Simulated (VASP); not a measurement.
# GaN (F-43m) in VASP: a series of runs

GaN is run at these levels: PBEsol, PBE, RPBE; tasks: single point.

Everything below comes from runs of VASP 6.6.1. Logs are shortened: lines on timing, memory, paths and dates and some standing lists are left out, and cuts for length are marked.

## 1. The cell of the first run

It takes space group F-43m (No. 216, cubic). The conventional cell has a = 4.507 Å, b = 4.507 Å, c = 4.507 Å, α = 90.00°, β = 90.00°, γ = 90.00°. Ga (site symmetry -43m) has 4 N at 1.95 Å within 2.6 Å. N (site symmetry -43m) has 4 Ga at 1.95 Å within 2.6 Å.

## 2. Single point, PBEsol, non-collinear spin, zero start, spin-orbit coupling

INCAR reads:

```
SYSTEM = GaN
PREC = Accurate ; ENCUT = 520
EDIFF = 1E-6 ; ISMEAR = -1
SIGMA = 0.05 ; LREAL = .False.
LASPH = .True. ; NELM = 150
ALGO = Normal ; ISIF = 2
LWAVE = .False. ; LCHARG = .False.
MAGMOM = 0 0 0 0 0 0 ; LORBIT = 11
LSORBIT = .True. ; GGA_COMPAT = .False.
LORBMOM = .True. ; GGA = PS
NBANDS = 30
```

KPOINTS reads:

```
regular mesh
0
Gamma
  7 7 7
  0 0 0
```

POSCAR reads:

```
GaN
1.0
    0.0000000000      2.2535006075      2.2535006075
    2.2535006075      0.0000000000      2.2535006075
    2.2535006075      2.2535006075      0.0000000000
Ga N
1 1
Direct
    0.0000000000      0.0000000000      0.0000000000
    0.2500000000      0.2500000000      0.2500000000
```

Potentials or basis: VASP PAW PBE potentials, release 64 (Ga_d, N).

The run is started by

```sh
$ cat potpaw_PBE.64/Ga_d/POTCAR potpaw_PBE.64/N/POTCAR > POTCAR
$ mpirun -np 1 vasp_ncl > vasp.out
```

OUTCAR:

```text
SYSTEM = GaN
   PREC = Accurate
   ENCUT = 520
   EDIFF = 1E-6
   ISMEAR = -1
   LREAL = .False.
   LASPH = .True.
   NELM = 150
   ISIF = 2
   LORBIT = 11
   LSORBIT = .True.
   GGA = PS

 ion  position               nearest neighbor table
   1  0.000  0.000  0.000-   2 1.95   2 1.95   2 1.95   2 1.95
   2  0.250  0.250  0.250-   1 1.95   1 1.95   1 1.95   1 1.95

  LATTYP: Found a face centered cubic cell.
 ALAT       =     4.5070012150

  Lattice vectors:

 A1 = (   0.0000000000,   2.2535006075,   2.2535006075)
 A2 = (   2.2535006075,   0.0000000000,   2.2535006075)
 A3 = (   2.2535006075,   2.2535006075,   0.0000000000)

Analysis of symmetry for initial positions (statically):
=====================================================================
 Subroutine PRICEL returns:
 Original cell was already a primitive cell.

 Routine SETGRP: Setting up the symmetry group for a
 face centered cubic supercell.

 Subroutine GETGRP returns: Found 24 space group operations
 (whereof 24 operations were pure point group operations)
 out of a pool of 48 trial point group operations.

The static configuration has the point symmetry T_d .

Analysis of symmetry for dynamics (positions and initial velocities):
=====================================================================
 Subroutine PRICEL returns:
 Original cell was already a primitive cell.

 Routine SETGRP: Setting up the symmetry group for a
 face centered cubic supercell.

 Subroutine GETGRP returns: Found 24 space group operations
 (whereof 24 operations were pure point group operations)
 out of a pool of 48 trial point group operations.

The dynamic configuration has the point symmetry T_d .

Analysis of structural, dynamic, and magnetic symmetry:
=====================================================================
 Subroutine PRICEL returns:
 Original cell was already a primitive cell.

 Routine SETGRP: Setting up the symmetry group for a
 face centered cubic supercell.

 Subroutine GETGRP returns: Found 24 space group operations
 (whereof 24 operations were pure point group operations)
 out of a pool of 48 trial point group operations.

The overall configuration has the point symmetry T_d .

 Subroutine INISYM returns: Found 24 space group operations
 (whereof 24 operations are pure point group operations),
 and found     1 'primitive' translations

----------------------------------------------------------------------------------------

                                     Primitive cell

  volume of cell :      22.8877

  direct lattice vectors                    reciprocal lattice vectors
     0.000000000  2.253500607  2.253500607    -0.221877020  0.221877020  0.221877020
     2.253500607  0.000000000  2.253500607     0.221877020 -0.221877020  0.221877020
     2.253500607  2.253500607  0.000000000     0.221877020  0.221877020 -0.221877020

  length of vectors
     3.186931122  3.186931122  3.186931122     0.384302272  0.384302272  0.384302272

  position of ions in fractional coordinates (direct lattice)
     0.000000000  0.000000000  0.000000000
     0.250000000  0.250000000  0.250000000

  ion indices of the primitive-cell ions
   primitive index   ion index
                 1           1
                 2           2

----------------------------------------------------------------------------------------

 KPOINTS: regular mesh

Automatic generation of k-mesh.
 Grid dimensions read from file:
 generate k-points for:    7    7    7

 Generating k-lattice:

  Cartesian coordinates                     Fractional coordinates (reciprocal lattice)
    -0.031696717  0.031696717  0.031696717     0.142857143  0.000000000  0.000000000
     0.031696717 -0.031696717  0.031696717     0.000000000  0.142857143  0.000000000
[... 99 lines left out ...]

 number of electron      18.0000004 magnetization       0.0000000      0.0000000     -0.0000000

 Free energy of the ion-electron system (eV)
  ---------------------------------------------------
  ext. energy  EPLUGINS =         0.00000000
  ---------------------------------------------------
  free energy    TOTEN  =       -13.12592311 eV

  energy without entropy =      -13.12592310  energy(sigma->0) =      -13.12592311

 E-fermi :   6.0221     XC(G=0): -11.9015

 val. band max:        5.1541031884   @ k =   0.0000   0.0000   0.0000
 cond. band min:       6.8329744868   @ k =   0.0000   0.0000   0.0000
 fundamental gap:      1.6788712984
 Fermi energy:         6.0221175986

 k-point     1 :       0.0000    0.0000    0.0000
  band No.  band energies     occupation
      1     -10.7816      1.00000
      2     -10.7816      1.00000
      3      -8.4350      1.00000
      4      -8.4350      1.00000
      5      -8.4350      1.00000
      6      -8.4350      1.00000
[... 781 lines left out ...]
     29      27.0160      0.00000
     30      27.0160      0.00000

 [... further k-points ...]

------------------------ aborting loop because EDIFF is reached ----------------------------------------

  FORCE on cell =-STRESS in cart. coord.  units (eV):
  Direction    XX          YY          ZZ          XY          YZ          ZX
  --------------------------------------------------------------------------------------
  -------------------------------------------------------------------------------------
  Total       -0.1925234     -0.1925234     -0.1925234     -0.0000000      0.0000000     -0.0000000
  in kB      -13.4769296    -13.4769296    -13.4769296     -0.0000000      0.0000000     -0.0000000
  external PRESSURE =     -13.4769296 kB  Pullay stress =       0.0000000 kB

 VOLUME and BASIS-vectors are now :
 -----------------------------------------------------------------------------
  energy-cutoff  :      520.00
  volume of cell :       22.89
      direct lattice vectors                 reciprocal lattice vectors
     0.000000000  2.253500607  2.253500607    -0.221877020  0.221877020  0.221877020
     2.253500607  0.000000000  2.253500607     0.221877020 -0.221877020  0.221877020
     2.253500607  2.253500607  0.000000000     0.221877020  0.221877020 -0.221877020

 POSITION                                       TOTAL-FORCE (eV/Angst)
 -----------------------------------------------------------------------------------
      0.00000      0.00000      0.00000         0.000000      0.000000     -0.000000
      1.12675      1.12675      1.12675        -0.000000     -0.000000      0.000000
 -----------------------------------------------------------------------------------
    total drift:                                0.000002      0.000002      0.000002

  FREE ENERGIE OF THE ION-ELECTRON SYSTEM (eV)
  ---------------------------------------------------
  free  energy   TOTEN  =       -13.1259231059 eV

  energy  without entropy=      -13.1259231050  energy(sigma->0) =      -13.12592311

 orbital moment (x)

 # of ion     p       d       tot
 ----------------------------------------
  1        -0.000   0.000  -0.000
  2         0.000   0.000   0.000
 ----------------------------------------
           -0.000   0.000  -0.000

 orbital moment (y)

 # of ion     p       d       tot
 ----------------------------------------
  1         0.000   0.000   0.000
  2         0.000   0.000   0.000
 ----------------------------------------
            0.000   0.000   0.000

 orbital moment (z)

 # of ion     p       d       tot
 ----------------------------------------
  1        -0.000  -0.000  -0.000
  2        -0.000   0.000  -0.000
 ----------------------------------------
           -0.000  -0.000  -0.000

 Spin-Orbit-Coupling matrix elements

 Ion:    1  E_soc:     -0.0108800
 l=   1
     0.0000000    -0.0009845    -0.0009845
    -0.0009845     0.0000000    -0.0009845
    -0.0009845    -0.0009845     0.0000000
 l=   2
     0.0000000    -0.0001728     0.0000000    -0.0001728    -0.0006561
    -0.0001728     0.0000000    -0.0004920    -0.0001728    -0.0001640
     0.0000000    -0.0004920     0.0000000    -0.0004920     0.0000000
    -0.0001728    -0.0001728    -0.0004920     0.0000000    -0.0001640
    -0.0006561    -0.0001640     0.0000000    -0.0001640     0.0000000
 l=   3
     0.0000000     0.0000000     0.0000000     0.0000000     0.0000000     0.0000000     0.0000000
     0.0000000     0.0000000     0.0000000     0.0000000     0.0000000     0.0000000     0.0000000
     0.0000000     0.0000000     0.0000000     0.0000000     0.0000000     0.0000000     0.0000000
     0.0000000     0.0000000     0.0000000     0.0000000     0.0000000     0.0000000     0.0000000
     0.0000000     0.0000000     0.0000000     0.0000000     0.0000000     0.0000000     0.0000000
     0.0000000     0.0000000     0.0000000     0.0000000     0.0000000     0.0000000     0.0000000
     0.0000000     0.0000000     0.0000000     0.0000000     0.0000000     0.0000000     0.0000000

 Ion:    2  E_soc:     -0.0000953
 l=   1
     0.0000000    -0.0000159    -0.0000159
    -0.0000159     0.0000000    -0.0000159
    -0.0000159    -0.0000159     0.0000000
 l=   2
     0.0000000     0.0000000     0.0000000     0.0000000     0.0000000
     0.0000000     0.0000000     0.0000000     0.0000000     0.0000000
     0.0000000     0.0000000     0.0000000     0.0000000     0.0000000
     0.0000000     0.0000000     0.0000000     0.0000000     0.0000000
     0.0000000     0.0000000     0.0000000     0.0000000     0.0000000
 l=   3
     0.0000000     0.0000000     0.0000000     0.0000000     0.0000000     0.0000000     0.0000000
     0.0000000     0.0000000     0.0000000     0.0000000     0.0000000     0.0000000     0.0000000
     0.0000000     0.0000000     0.0000000     0.0000000     0.0000000     0.0000000     0.0000000
     0.0000000     0.0000000     0.0000000     0.0000000     0.0000000     0.0000000     0.0000000
     0.0000000     0.0000000     0.0000000     0.0000000     0.0000000     0.0000000     0.0000000
     0.0000000     0.0000000     0.0000000     0.0000000     0.0000000     0.0000000     0.0000000
     0.0000000     0.0000000     0.0000000     0.0000000     0.0000000     0.0000000     0.0000000

 total charge

# of ion       s       p       d       tot
------------------------------------------
    1        0.792   0.904  10.178  11.874
    2        1.217   2.503   0.000   3.720
--------------------------------------------------
tot          2.009   3.407  10.178  15.595

 magnetization (x)

# of ion       s       p       d       tot
------------------------------------------
    1       -0.000  -0.000  -0.000  -0.000
    2        0.000   0.000   0.000   0.000
--------------------------------------------------
tot          0.000   0.000  -0.000   0.000

 magnetization (y)

# of ion       s       p       d       tot
------------------------------------------
    1       -0.000  -0.000   0.000  -0.000
    2        0.000  -0.000   0.000  -0.000
--------------------------------------------------
tot          0.000  -0.000   0.000  -0.000

 magnetization (z)

# of ion       s       p       d       tot
------------------------------------------
    1        0.000  -0.000   0.000  -0.000
    2        0.000   0.000   0.000   0.000
--------------------------------------------------
tot          0.000   0.000   0.000   0.000
```

Wall time 24 s (1 thread of Intel Xeon 6975P-C (Granite Rapids), shared host); peak memory 0.21 GiB.

What came out:

| Quantity | Value |
| --- | --- |
| Free energy | -13.1259 eV |
| Pressure | -1.3 GPa |
| Net moment | 0.00 μB per cell |
| Valence electrons inside the program's atomic spheres | Ga 11.87; N 3.72 |

Moments on the atoms (μB; x, y, z):
```
Ga  0.00 0.00 0.00
N   0.00 0.00 0.00
```

Caveat: the PAW data sets were made with another functional, which shifts forces and pressure a little.

## 3. Single point, PBE

INCAR reads:

```
ALGO     = Normal         # electronic algorithm
EDIFF    = 1E-6           # SCF threshold, eV
ENCUT    = 520            # plane-wave cutoff, eV
GGA      = PE             # functional
ISIF     = 2              # what is computed and relaxed
ISMEAR   = 0              # smearing method
LASPH    = True           # aspherical terms in the spheres
LCHARG   = True           # write CHGCAR
LELF     = True           # ELF
LREAL    = False          # projectors in reciprocal space
LVHAR    = True         
LWAVE    = False          # write WAVECAR
NBANDS   = 16             # bands
NELM     = 80             # most SCF steps
PREC     = Accurate       # precision mode
SIGMA    = 0.05           # smearing width, eV
```

KPOINTS reads:

```
k-points
0
Gamma
  10 10 10
```

POSCAR is that of step 2.

Potentials or basis: VASP PAW PBE potentials, release 64 (Ga_d, N).

The run is started by

```sh
$ cat potpaw_PBE.64/Ga_d/POTCAR potpaw_PBE.64/N/POTCAR > POTCAR
$ mpirun -np 1 vasp_std > vasp.out
```

It took 19 s on 1 thread of Intel Xeon Platinum 8375C at 2.90GHz (Ice Lake), shared host; peak memory 0.14 GiB.

It converged, with:

- Free energy: -12.1432 eV
- Pressure: 5.1 GPa
- Band gap on the k mesh: 1.72 eV, direct

Levels at points of the mesh, in eV from the valence-band top:
```
           k point  band 5  band 6  band 7  band 8  band 9  band 10  band 11  band 12  band 13  band 14
(0.00, 0.00, 0.00)  -13.12  -13.12    0.00    0.00    0.00     1.72    10.30    10.30    10.30    17.60
(0.50, 0.00, 0.00)  -13.07  -11.88   -7.04   -0.97   -0.97     4.64     8.73    10.37    10.37    15.63
(0.50, 0.50, 0.00)  -13.05  -11.45   -6.12   -2.70   -2.70     3.35     6.66    11.71    13.96    13.96
```

## 4. Single point, RPBE

INCAR reads:

```
PREC     = Accurate       # precision mode
ENCUT    = 520            # plane-wave cutoff, eV
EDIFF    = 1E-6           # SCF threshold, eV
ISMEAR   = 0              # smearing method
SIGMA    = 0.05           # smearing width, eV
LREAL    = F              # projectors in reciprocal space
LASPH    = T              # aspherical terms in the spheres
NELM     = 100            # most SCF steps
ALGO     = Normal         # electronic algorithm
ISIF     = 2              # what is computed and relaxed
LWAVE    = F              # write WAVECAR
LCHARG   = F              # write CHGCAR
GGA      = RP             # functional
NBANDS   = 16             # bands
```

KPOINTS reads:

```
Automatic mesh
0
Gamma
  10 10 10
```

POSCAR is that of step 3.

The run is started by

```sh
$ cat potpaw_PBE.64/Ga_d/POTCAR potpaw_PBE.64/N/POTCAR > POTCAR
$ mpirun -np 1 vasp_std > vasp.out
```

Wall time 17 s (1 thread of Intel Xeon Platinum 8375C at 2.90GHz (Ice Lake), shared host); peak memory 0.14 GiB.

It converged, with:

```yaml
Free_energy: -11.3039 eV
Pressure: 9.0 GPa
Band_gap_on_the_k_mesh: 1.78 eV, direct
```

Levels at points of the mesh, in eV from the valence-band top:
| k point | band 5 | band 6 | band 7 | band 8 | band 9 | band 10 | band 11 | band 12 | band 13 | band 14 |
| --- | --- | --- | --- | --- | --- | --- | --- | --- | --- | --- |
| (0.00, 0.00, 0.00) | -13.13 | -13.13 | 0.00 | 0.00 | 0.00 | 1.78 | 10.37 | 10.37 | 10.37 | 17.78 |
| (0.50, 0.00, 0.00) | -13.08 | -11.91 | -7.00 | -0.96 | -0.96 | 4.72 | 8.82 | 10.43 | 10.43 | 15.78 |
| (0.50, 0.50, 0.00) | -13.05 | -11.49 | -6.09 | -2.69 | -2.69 | 3.41 | 6.76 | 11.84 | 14.07 | 14.07 |

Caveat: the PAW data sets were made with another functional, which shifts forces and pressure a little.

## 5. Summary

```tsv
level	spin	k mesh	smearing	gap on the mesh (eV)	pressure (GPa)
PBEsol	non-collinear, zero start, SOC	7 × 7 × 7	fermi-dirac 0.05 eV	-	-1.3
PBE	off	10 × 10 × 10	gaussian 0.05 eV	1.72	5.1
RPBE	off	10 × 10 × 10	gaussian 0.05 eV	1.78	9.0
```

Alike in all rows: task single point; potentials or basis VASP PAW PBE potentials, release 64 (Ga_d, N); cell as given; cutoff (eV) 520.

The pressure there spans -1.3 GPa (PBEsol) to 9.0 GPa (RPBE); a positive pressure means that this level wants a larger cell, a negative one a smaller.

Caveats: the PAW data sets were made with another functional, which shifts forces and pressure a little (some runs).

Total energies depend on the potentials used, so only differences within one code and one set of settings carry meaning.
